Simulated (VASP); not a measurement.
Here is a VASP 6.6.1 calculation.

File POSCAR:

```
K
1.0
    4.6590760777      0.0000000000      0.0000000000
   -2.3295380388      4.0348782414      0.0000000000
    0.0000000000      0.0000000000      7.6098242602
K
2
Direct
    0.3333333333      0.6666666667      0.7500000000
    0.6666666667      0.3333333333      0.2500000000
```

Contents of INCAR.step1:

```
SYSTEM = K
PREC = Accurate
ENCUT = 520
EDIFF = 1E-5
ISMEAR = 0
SIGMA = 0.05
LREAL = .False.
LASPH = .True.
NELM = 100
ALGO = Normal
ISIF = 2
LWAVE = .True.
LCHARG = .False.
GGA = PE
NBANDS = 16
```

Contents of INCAR.step2:

```
SYSTEM = K
PREC = Accurate
ENCUT = 520
EDIFF = 1E-6
ISMEAR = 0
SIGMA = 0.05
LREAL = .False.
LASPH = .True.
NELM = 100
ALGO = Normal
ISIF = 2
LWAVE = .False.
LCHARG = .False.
GGA = PE
LHFCALC = .True.
HFSCREEN = 0.2079
PRECFOCK = Normal
ISTART = 1
NBANDS = 16
```

Contents of KPOINTS:

```
regular mesh
0
Gamma
  6 6 4
  0 0 0
```

Potentials or basis: VASP PAW PBE potentials, release 64 (K_sv).

Command:

```sh
$ cat potpaw_PBE.64/K_sv/POTCAR > POTCAR
$ cp INCAR.step1 INCAR
$ mpirun -np 1 vasp_std > vasp.out
$ cp INCAR.step2 INCAR
$ mpirun -np 1 vasp_std > vasp.out
```

Question: Predict the pressure.

Answer: 0.2 GPa.

Question: What does it give for the band gap on the k mesh?

Answer: Zero (bands 9 and 10 overlap by 3.07 eV).

Stress tensor (GPa, compression positive):
```
0.30 0.00 0.00
0.00 0.30 0.00
0.00 0.00 0.02
```

Caveat: the PAW data sets were made with another functional, which shifts forces and pressure a little.
